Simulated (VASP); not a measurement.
# HfBF (P4/nmm) in VASP: further runs

HfBF is run at these levels: PBE; tasks: single point, relaxation of cell and atoms.

Program: VASP 6.6.1. These are calculated values, not measurements. Logs are shortened: lines on timing, memory, paths and dates and some standing lists are left out, and cuts for length are marked.

### 1 The cell of the first run

Symmetry: P4/nmm, No. 129, tetragonal system. The conventional cell has a = 4.445 Å, b = 4.445 Å, c = 4.228 Å, α = 90.00°, β = 90.00°, γ = 90.00°. Hf (site symmetry -4m2) has 4 B at 2.47 Å and 4 F at 2.74 Å and 4 Hf at 3.14 Å within 3.3 Å. Within 2.1 Å of B (site symmetry 4mm) lie 1 F at 1.55 Å. F (site symmetry 4mm) has 1 B at 1.55 Å within 2.1 Å.

The cell was generated, and may not be a known phase.

### 2 Single point, PBE

INCAR

```
SYSTEM = HfBF
ALGO = Fast
EDIFF = 1E-7
ENCUT = 520
GGA = PE
ISIF = 2
ISMEAR = 0
LASPH = .TRUE.
LCHARG = .FALSE.
LREAL = .FALSE.
LWAVE = .FALSE.
NBANDS = 29
NELM = 80
PREC = Accurate
SIGMA = 0.1
```

KPOINTS

```
k-points
0
G
  8 8 10
  0 0 0
```

POSCAR

```
HfBF
1.0
    4.4449504162      0.0000000000      0.0000000000
    0.0000000000      4.4449504162      0.0000000000
    0.0000000000      0.0000000000      4.2280921922
Hf B F
2 2 2
Direct
    0.5000000000      0.5000000000      0.0000000000
    0.0000000000      0.0000000000      0.0000000000
    0.5000000000      0.0000000000      0.2559108805
    0.0000000000      0.5000000000      0.7440891195
    0.0000000000      0.5000000000      0.3779220130
    0.5000000000      0.0000000000      0.6220779870
```

Potentials or basis: VASP PAW PBE potentials, release 64 (Hf_pv, B, F).

Command:

```
> cat potpaw_PBE.64/Hf_pv/POTCAR potpaw_PBE.64/B/POTCAR potpaw_PBE.64/F/POTCAR > POTCAR
> mpirun -np 1 vasp_std > vasp.out
```

OUTCAR:

```text
SYSTEM = HfBF
   EDIFF = 1E-7
   ENCUT = 520
   GGA = PE
   ISIF = 2
   ISMEAR = 0
   LASPH = .TRUE.
   LREAL = .FALSE.
   NELM = 80
   PREC = Accurate

 ion  position               nearest neighbor table
   1  0.500  0.500  0.000-   3 2.47   4 2.47   3 2.47   4 2.47   5 2.74   6 2.74   6 2.74   5 2.74
                             2 3.14   2 3.14   2 3.14   2 3.14
   2  0.000  0.000  0.000-   3 2.47   4 2.47   4 2.47   3 2.47   5 2.74   5 2.74   6 2.74   6 2.74
                             1 3.14   1 3.14   1 3.14   1 3.14
   3  0.500  0.000  0.256-   6 1.55   2 2.47   1 2.47   1 2.47   2 2.47
   4  0.000  0.500  0.744-   5 1.55   2 2.47   1 2.47   2 2.47   1 2.47
   5  0.000  0.500  0.378-   4 1.55   2 2.74   1 2.74   2 2.74   1 2.74
   6  0.500  0.000  0.622-   3 1.55   2 2.74   1 2.74   1 2.74   2 2.74

  LATTYP: Found a simple tetragonal cell.
 ALAT       =     4.4449504162
 C/A-ratio  =     0.9512124538

  Lattice vectors:

 A1 = (   4.4449504162,   0.0000000000,   0.0000000000)
 A2 = (   0.0000000000,   4.4449504162,   0.0000000000)
 A3 = (   0.0000000000,   0.0000000000,   4.2280921922)

Analysis of symmetry for initial positions (statically):
=====================================================================
 Subroutine PRICEL returns:
 Original cell was already a primitive cell.

 Routine SETGRP: Setting up the symmetry group for a
 simple tetragonal supercell.

 Subroutine GETGRP returns: Found 16 space group operations
 (whereof  8 operations were pure point group operations)
 out of a pool of 16 trial point group operations.

The static configuration has the point symmetry D_2d.
 The point group associated with its full space group is D_4h.

Analysis of symmetry for dynamics (positions and initial velocities):
=====================================================================
 Subroutine PRICEL returns:
 Original cell was already a primitive cell.

 Routine SETGRP: Setting up the symmetry group for a
 simple tetragonal supercell.

 Subroutine GETGRP returns: Found 16 space group operations
 (whereof  8 operations were pure point group operations)
 out of a pool of 16 trial point group operations.

The dynamic configuration has the point symmetry D_2d.
 The point group associated with its full space group is D_4h.

 Subroutine INISYM returns: Found 16 space group operations
 (whereof  8 operations are pure point group operations),
 and found     1 'primitive' translations

----------------------------------------------------------------------------------------

                                     Primitive cell

  volume of cell :      83.5369

  direct lattice vectors                    reciprocal lattice vectors
     4.444950416  0.000000000  0.000000000     0.224974388  0.000000000  0.000000000
     0.000000000  4.444950416  0.000000000     0.000000000  0.224974388  0.000000000
     0.000000000  0.000000000  4.228092192     0.000000000  0.000000000  0.236513291

  length of vectors
     4.444950416  4.444950416  4.228092192     0.224974388  0.224974388  0.236513291

  position of ions in fractional coordinates (direct lattice)
     0.500000000  0.500000000  0.000000000
     0.000000000  0.000000000  0.000000000
     0.500000000  0.000000000  0.255910880
     0.000000000  0.500000000  0.744089120
     0.000000000  0.500000000  0.377922013
     0.500000000  0.000000000  0.622077987

  ion indices of the primitive-cell ions
   primitive index   ion index
                 1           1
                 2           2
                 3           3
                 4           4
                 5           5
                 6           6

----------------------------------------------------------------------------------------

 KPOINTS: k-points

Automatic generation of k-mesh.
 Grid dimensions read from file:
 generate k-points for:    8    8   10

 Generating k-lattice:

  Cartesian coordinates                     Fractional coordinates (reciprocal lattice)
     0.028121799  0.000000000  0.000000000     0.125000000  0.000000000  0.000000000
     0.000000000  0.028121799  0.000000000     0.000000000  0.125000000  0.000000000
     0.000000000  0.000000000  0.023651329     0.000000000  0.000000000  0.100000000

  Length of vectors
     0.028121799  0.028121799  0.023651329

  Shift w.r.t. Gamma in fractional coordinates (k-lattice)
     0.000000000  0.000000000  0.000000000

 Subroutine IBZKPT returns following result:
 ===========================================

 Found     90 irreducible k-points:

 Following reciprocal coordinates:
            Coordinates               Weight
  0.000000  0.000000  0.000000      1.000000
  0.125000  0.000000  0.000000      4.000000
  0.250000  0.000000  0.000000      4.000000
  0.375000  0.000000  0.000000      4.000000
  0.500000  0.000000  0.000000      2.000000
  0.125000  0.125000  0.000000      4.000000
[... 16 lines left out ...]
  0.375000  0.125000  0.100000     16.000000
  0.500000  0.125000  0.100000      8.000000
 [... further k-points ...]
   k-points           NKPTS =     90   k-points in BZ     NKDIM =     90   number of bands    NBANDS=     29
   number of dos      NEDOS =    301   number of ions     NIONS =      6
   total plane-waves  NPLWV =  41472
   dimension x,y,z NGX =    36 NGY =   36 NGZ =   32
   dimension x,y,z NGXF=    72 NGYF=   72 NGZF=   64
   ions per type =               2   2   2
   NGX,Y,Z   is equivalent  to a cutoff of  13.46, 13.46, 12.58 a.u.
   NGXF,Y,Z  is equivalent  to a cutoff of  26.93, 26.93, 25.16 a.u.
 SYSTEM =  HfBF
   PREC   = accura    normal or accurate (medium, high low for compatibility)
   ISTART =      0    job   : 0-new  1-cont  2-samecut
   ICHARG =      2    charge: 1-file 2-atom 10-const
   ISPIN  =      1    spin polarized calculation?
   LNONCOLLINEAR =      F non collinear calculations
   LSORBIT =      F    spin-orbit coupling
   LASPH  =      T    aspherical Exc in radial PAW
   ENCUT  =  520.0 eV  38.22 Ry    6.18 a.u.   8.26  8.26  7.86*2*pi/ulx,y,z
   NELM   =     80;   NELMIN=  2; NELMDL= -5     # of ELM steps
   EDIFF  = 0.1E-06   stopping-criterion for ELM
   LREAL  =      F    real-space projection
   EDIFFG = 0.1E-05   stopping-criterion for IOM
   NSW    =      0    number of steps for IOM
   IBRION =     -1    ionic relax: 0-MD 1-quasi-New 2-CG
   NFREE  =      0    steps in history (QN), initial steepest desc. (CG)
   ISIF   =      2    stress and relaxation
   ISYM   =      2    0-nonsym 1-usesym 2-fastsym
   POTIM  = 0.5000    time-step for ionic-motion
   TEBEG  =    0.0;   TEEND  =   0.0 temperature during run
   PSTRESS=    0.0 pullay stress
   NELECT =      40.0000    total number of electrons
   NUPDOWN=      -1.0000    fix difference up-down
   EMIN   =  10.00;   EMAX   =-10.00  energy-range for DOS
   EFERMI =   0.00;   METHOD = LEGACY
   ISMEAR =     0;   SIGMA  =   0.10  broadening in eV -4-tet -1-fermi 0-gaus
   EFERMI_NEDOS =   21; number of points for ismear=-14 and -15
   IALGO  =     68    algorithm
   IMIX   =      4    mixing-type and parameters
     AMIX     =   0.40;   BMIX     =  1.00
     AMIX_MAG =   1.60;   BMIX_MAG =  1.00
  volume/ion in A,a.u.               =      13.92        93.96
  Fermi-wavevector in a.u.,A,eV,Ry     =   1.280763  2.420291 22.318365  1.640354
  Thomas-Fermi vector in A             =   2.413172
   LORBIT       =      0    0 simple, 1 ext, 2 COOP (PROOUT), +10 PAW based schemes
   GGA     = PE    functional components
   LHFCALC =     F    Hartree Fock is set to
   AEXX    =    0.0000 exact exchange contribution
   IVDW    =     0    specifies the selected vdW correction
   LEPSILON=     F    determine dielectric tensor
   LRPA    =     F    only Hartree local field effects (RPA)
 non-spin polarized calculation
 RMM-DIIS sequential band-by-band and
 Gauss-broadening in eV      SIGMA  =   0.10
  energy-cutoff  :      520.00
  volume of cell :       83.54
 maximum number of plane-waves:      2296
 NGX is ok and might be reduce to    36
   NGX = 17   NGY = 17   NGZ = 15

 number of electron      39.9999979 magnetization

 Free energy of the ion-electron system (eV)
  ---------------------------------------------------
  ext. energy  EPLUGINS =         0.00000000
  ---------------------------------------------------
  free energy    TOTEN  =       -40.07795974 eV

  energy without entropy =      -40.05880175  energy(sigma->0) =      -40.06838074

 E-fermi :   4.2042     XC(G=0): -10.6743

 val. band max:        4.2023444996   @ k =   0.2500   0.0000   0.0000
 cond. band min:       4.2196342308   @ k =   0.5000   0.5000   0.1000
 fundamental gap:      0.0172897312
 Fermi energy:         4.2042492181

 k-point     1 :       0.0000    0.0000    0.0000
  band No.  band energies     occupation
      1     -26.8447      2.00000
      2     -26.7373      2.00000
      3     -26.6370      2.00000
      4     -26.6370      2.00000
      5     -26.2307      2.00000
      6     -26.2307      2.00000
[... 21 lines left out ...]
     28      11.3864      0.00000
     29      11.7212      0.00000

 k-point     2 :       0.1250    0.0000    0.0000
  band No.  band energies     occupation
      1     -26.8404      2.00000
      2     -26.7411      2.00000
      3     -26.6253      2.00000
      4     -26.6220      2.00000
      5     -26.2503      2.00000
      6     -26.2466      2.00000
[... 21 lines left out ...]
     28      11.3619      0.00000
     29      11.8156      0.00000

 k-point     3 :       0.2500    0.0000    0.0000
  band No.  band energies     occupation
      1     -26.8281      2.00000
      2     -26.7520      2.00000
      3     -26.5903      2.00000
      4     -26.5791      2.00000
      5     -26.3041      2.00000
      6     -26.2918      2.00000
[... 638 lines left out ...]
      5     -26.4243      2.00000
      6     -26.2787      2.00000
[... 21 lines left out ...]
     28      10.6762      0.00000
     29      10.8477      0.00000

 k-point    24 :       0.5000    0.1250    0.1000
  band No.  band energies     occupation
      1     -26.7906      2.00000
      2     -26.7906      2.00000
      3     -26.5523      2.00000
      4     -26.5523      2.00000
      5     -26.3455      2.00000
      6     -26.3455      2.00000
[... 21 lines left out ...]
     28      10.4448      0.00000
     29      10.8247      0.00000

 [... further k-points ...]

------------------------ aborting loop because EDIFF is reached ----------------------------------------

  FORCE on cell =-STRESS in cart. coord.  units (eV):
  Direction    XX          YY          ZZ          XY          YZ          ZX
  --------------------------------------------------------------------------------------
  -------------------------------------------------------------------------------------
  Total       -0.4222371     -0.4222371     -0.0130122      0.0000000      0.0000000      0.0000000
  in kB       -8.0982029     -8.0982029     -0.2495652      0.0000000      0.0000000      0.0000000
  external PRESSURE =      -5.4819903 kB  Pullay stress =       0.0000000 kB

 VOLUME and BASIS-vectors are now :
 -----------------------------------------------------------------------------
  energy-cutoff  :      520.00
  volume of cell :       83.54
      direct lattice vectors                 reciprocal lattice vectors
     4.444950416  0.000000000  0.000000000     0.224974388  0.000000000  0.000000000
     0.000000000  4.444950416  0.000000000     0.000000000  0.224974388  0.000000000
     0.000000000  0.000000000  4.228092192     0.000000000  0.000000000  0.236513291

 POSITION                                       TOTAL-FORCE (eV/Angst)
 -----------------------------------------------------------------------------------
      2.22248      2.22248      0.00000        -0.000000      0.000000      0.000000
      0.00000      0.00000      0.00000         0.000000     -0.000000      0.000000
      2.22248      0.00000      1.08201         0.000000     -0.000000     -0.101812
      0.00000      2.22248      3.14608         0.000000     -0.000000      0.101812
      0.00000      2.22248      1.59789         0.000000     -0.000000     -0.132336
      2.22248      0.00000      2.63020         0.000000     -0.000000      0.132336
 -----------------------------------------------------------------------------------
    total drift:                                0.000000      0.000000      0.000000

  FREE ENERGIE OF THE ION-ELECTRON SYSTEM (eV)
  ---------------------------------------------------
  free  energy   TOTEN  =       -40.0779597413 eV

  energy  without entropy=      -40.0588017476  energy(sigma->0) =      -40.06838074
```

Run time: 6.3 min. Hardware: 1 thread of Oxide Virtual Turin-like, shared host; peak memory 0.3 GiB.

Results:

- Free energy: -40.0780 eV
- Pressure: -0.5 GPa
- Largest force: 0.132 eV/Å
- Band gap on the k mesh: zero (bands 20 and 21 overlap by 0.17 eV)

Forces in eV/Å, atoms in the order of the input:
```
Hf   0.000  0.000  0.000
Hf   0.000  0.000  0.000
B    0.000  0.000 -0.102
B    0.000  0.000  0.102
F    0.000  0.000 -0.132
F    0.000  0.000  0.132
```

Caveat: spin-orbit coupling is left out, which moves the levels of the heavy elements.

[end of part 1 of 2]

The gap in the log of VASP goes by the Fermi energy; the results here count the filled bands.